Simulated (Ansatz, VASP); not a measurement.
This is a calculation of BaZrO3 for VASP 6.6.1.

INCAR

```
ALGO = Normal
EDIFF = 1E-6
ENCUT = 520
GGA = PS
ISIF = 2
ISMEAR = -1
LASPH = T
LCHARG = F
LREAL = F
LWAVE = F
NBANDS = 28
NELM = 80
PREC = Accurate
SIGMA = 0.05
```

The input KPOINTS:

```
k-points
0
Gamma
  6 6 6
```

POSCAR

```
BaZrO3
1.0
    4.2190980275      0.0000000000      0.0000000000
    0.0000000000      4.2190980275      0.0000000000
    0.0000000000      0.0000000000      4.2190980275
Ba Zr O
1 1 3
Direct
    0.0000000000      0.0000000000      0.0000000000
    0.5000000000      0.5000000000      0.5000000000
    0.5000000000      0.5000000000      0.0000000000
    0.5000000000      0.0000000000      0.5000000000
    0.0000000000      0.5000000000      0.5000000000
```

Potentials or basis: VASP PAW PBE potentials, release 64 (Ba_sv, Zr_sv, O).

Run with:

```bash
$ cat potpaw_PBE.64/Ba_sv/POTCAR potpaw_PBE.64/Zr_sv/POTCAR potpaw_PBE.64/O/POTCAR > POTCAR
$ mpirun -np 1 vasp_std > vasp.out
```

**Question.** Translate it to Ansatz 0.2.0. Potentials there: Ansatz PAW.

**Answer.** As run (the cutoff follows the program's own potentials):

File input.yaml:

```yaml
crystal:
  lattice:
    - [4.2190980275, 0.0, 0.0]
    - [0.0, 4.2190980275, 0.0]
    - [0.0, 0.0, 4.2190980275]
  atoms:
    - { symbol: Ba, position: [0.0, 0.0, 0.0] }
    - { symbol: Zr, position: [0.5, 0.5, 0.5] }
    - { symbol: O, position: [0.5, 0.5, 0.0] }
    - { symbol: O, position: [0.5, 0.0, 0.5] }
    - { symbol: O, position: [0.0, 0.5, 0.5] }
hamiltonian:
  xc: pbesol
  pseudopotentials: { kind: paw }
kpoints:
  mp_grid: { grid: [6, 6, 6] }
scf:
  occupations: { method: fermi_dirac, width: 0.05 }
output:
  forces: true
  stress: true
  eigenvalues: true
```

Potentials or basis: Ansatz PAW.

Launch:

```console
$ ansatz run input.yaml --threads 1 --pin off --max-ram 3584MiB --backend cpu --events-out ev --progress --plain --runs-dir out
```

Both were run:

|  | VASP | Ansatz | Ansatz less VASP |
| --- | --- | --- | --- |
| gap on the k mesh at the Fermi level (eV) | 3.07 | 3.11 | +0.048 |
| least direct gap on the mesh (eV) | 3.31 | 3.33 | +0.021 |
| pressure (GPa) | -3.2 | -4.2 | -1.04 |

VASP's potentials were made for PBE, not for PBEsol.

Neither program's run includes spin-orbit coupling.
